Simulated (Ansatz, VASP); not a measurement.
**One calculation of AgO2, two programs**

```
Ag O
1.0
     3.12200   -1.80291    0.05652
     3.12200    1.80291    0.05652
    -2.15390    0.00000    3.56784
Ag O
1 2
Direct
  0.50000 0.50000 0.50000
  0.06412 0.06412 0.19216
  0.93588 0.93588 0.80784
```

Change from the starting cell: species swapped into the CaC2 type (P-1, No. 2).

Alike in both runs: functional PBE; k mesh 12 × 12 × 10; occupations gaussian, width 0.1 eV; no spin polarisation.

Ansatz relaxed the structure, and its values are those at the end. VASP's run is a single point on that final structure, the one shown.

|  | VASP | Ansatz |
| --- | --- | --- |
| version | VASP 6.6.1 | Ansatz 0.2.0 |
| potentials or method | VASP PAW PBE potentials, release 64 (Ag, O), cutoff 520 eV | scalar-relativistic, plane waves, PAW |
| valence electrons in the cell | 23 | 31 |

```csv
,VASP,Ansatz,Ansatz less VASP
gap on the k mesh at the Fermi level (eV),none,none,-
pressure (GPa),0.2,0.0,-0.23
rms of the force components (eV/Å),0.143,0.000,-0.1427
```

A gap of «none» marks a metal or a gap that the smearing closes. VASP's potentials hold 23 valence electrons a cell and Ansatz's 31, so a difference there can come from the potentials and not from the codes.
